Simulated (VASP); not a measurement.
Al2O3:

```
CELL_PARAMETERS angstrom
2.88432 0.00000 0.00000
-1.44216 2.49790 0.00000
0.00000 0.00000 9.33675
ATOMIC_POSITIONS crystal
Al 0.00000 0.00000 0.85001
Al 0.00000 0.00000 0.14999
O 0.33333 0.66667 0.77768
O 0.66667 0.33333 0.00000
O 0.33333 0.66667 0.22232
```

- Program: VASP 6.6.1
- Task: relaxation of cell and atoms
- Functional: PBE
- Potentials or basis: VASP PAW PBE potentials, release 64 (Al, O)
- Cutoff: 600 eV
- k mesh: 11 × 11 × 3
- Occupations: fermi-dirac, width 0.05 eV
- Spin: no spin polarisation

At the start: pressure -0.1 GPa; volume 13.45 Å³/atom.

**Question.** How do energy, volume and symmetry change on relaxing?

**Answer.** Over 31 steps the energy falls by 4.1 meV/atom and the volume is 11.39 Å³/atom (-15.3 %); space group P-6m2 (No. 187, to 0.05 Å).

The path:
| step | energy change (eV) | largest force (eV/Å) | pressure (GPa) | volume (Å³) |
| --- | --- | --- | --- | --- |
| 1 | 0.0000 | 0.0100 | -0.12 | 67.27 |
| 2 | -0.0001 | 0.0182 | 0.01 | 67.17 |
| 3 | -0.0001 | 0.0260 | 0.05 | 67.14 |
| 4 | -0.0002 | 0.0254 | 0.03 | 67.11 |
| 5 | -0.0004 | 0.0290 | 0.00 | 67.02 |
| 6 | -0.0007 | 0.0437 | -0.07 | 66.84 |
| 7 | -0.0009 | 0.0719 | -0.22 | 66.48 |
| 8 | -0.0009 | 0.0722 | -0.22 | 66.46 |
| 9 | -0.0010 | 0.0746 | -0.21 | 66.43 |
| 10 | -0.0011 | 0.0776 | -0.21 | 66.37 |
| 11 | -0.0014 | 0.0829 | -0.19 | 66.24 |
| 12 | -0.0020 | 0.0938 | -0.17 | 65.97 |
| 13 | -0.0031 | 0.1172 | -0.09 | 65.45 |
| 14 | -0.0050 | 0.1670 | 0.08 | 64.40 |
| 15 | -0.0074 | 0.2763 | 0.53 | 62.30 |
| 16 | -0.0015 | 0.5396 | 2.05 | 58.11 |
| 17 | -0.0053 | 0.4276 | 1.39 | 60.08 |
| 18 | -0.0055 | 0.4276 | 1.37 | 60.01 |
| 19 | -0.0062 | 0.4224 | 1.34 | 59.79 |
| 20 | -0.0074 | 0.4140 | 1.28 | 59.37 |
| 21 | -0.0093 | 0.4016 | 1.22 | 58.52 |
| 22 | -0.0105 | 0.3871 | 1.16 | 56.81 |
| 23 | -0.0101 | 0.3825 | 1.15 | 56.23 |
| 24 | -0.0121 | 0.3355 | 0.95 | 56.32 |
| 25 | -0.0164 | 0.1944 | 0.32 | 56.61 |
| 26 | -0.0175 | 0.2059 | -0.93 | 57.18 |
| 27 | -0.0182 | 0.0988 | -0.48 | 56.97 |
| 28 | -0.0192 | 0.0791 | -0.36 | 56.97 |
| 29 | -0.0205 | 0.0169 | -0.03 | 56.97 |
| 30 | -0.0205 | 0.0106 | 0.01 | 56.97 |
| 31 | -0.0205 | 0.0095 | 0.02 | 56.97 |

Final structure:
```cif
data_structure
_symmetry_space_group_name_H-M 'P 1'
_symmetry_Int_Tables_number 1
_cell_length_a 2.8830
_cell_length_b 2.8830
_cell_length_c 7.9148
_cell_angle_alpha 90.000
_cell_angle_beta 90.000
_cell_angle_gamma 120.000
_cell_volume 56.97
loop_
_atom_site_label
_atom_site_type_symbol
_atom_site_fract_x
_atom_site_fract_y
_atom_site_fract_z
_atom_site_occupancy
Al1 Al 0.00000 0.00000 0.82312 1
Al2 Al 0.00000 0.00000 0.17688 1
O1 O 0.33333 0.66667 0.73763 1
O2 O 0.66667 0.33333 0.00000 1
O3 O 0.33333 0.66667 0.26237 1
```

Caveat: the volume moved by over 15 % at a fixed basis, so the end points are rough.
